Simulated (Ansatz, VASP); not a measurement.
**GaCuSe2: VASP beside Ansatz**

```
Cu Se Ga
1.0
    -2.83627    2.83627    5.63018
     2.83627   -2.83627    5.63018
     2.83627    2.83627   -5.63018
Cu Se Ga
2 4 2
Direct
  0.00000 0.00000 0.00000
  0.75000 0.25000 0.50000
  0.37500 0.36881 0.49381
  0.11881 0.62500 0.99381
  0.87500 0.88119 0.50619
  0.63119 0.12500 0.00619
  0.50000 0.50000 0.00000
  0.25000 0.75000 0.50000
```

Alike in both runs: task single point; functional PBE; k mesh 6 × 6 × 6; no spin polarisation.

|  | VASP | Ansatz |
| --- | --- | --- |
| version | VASP 6.6.1 | Ansatz 0.2.0 |
| potentials or method | VASP PAW PBE potentials, release 64 (Cu, Se, Ga_d) | plane waves, PAW |
| plane-wave cutoff (eV) | 520 | 420 |
| occupations | gaussian, width 0.01 eV | fixed |
| valence electrons in the cell | 72 | 128 |

|  | VASP | Ansatz | Ansatz less VASP |
| --- | --- | --- | --- |
| pressure (GPa) | 0.2 | 0.0 | -0.16 |
| rms of the force components (eV/Å) | 0.006 | 0.001 | -0.0048 |

VASP's potentials hold 72 valence electrons a cell and Ansatz's 128, so a difference there can come from the potentials and not from the codes.
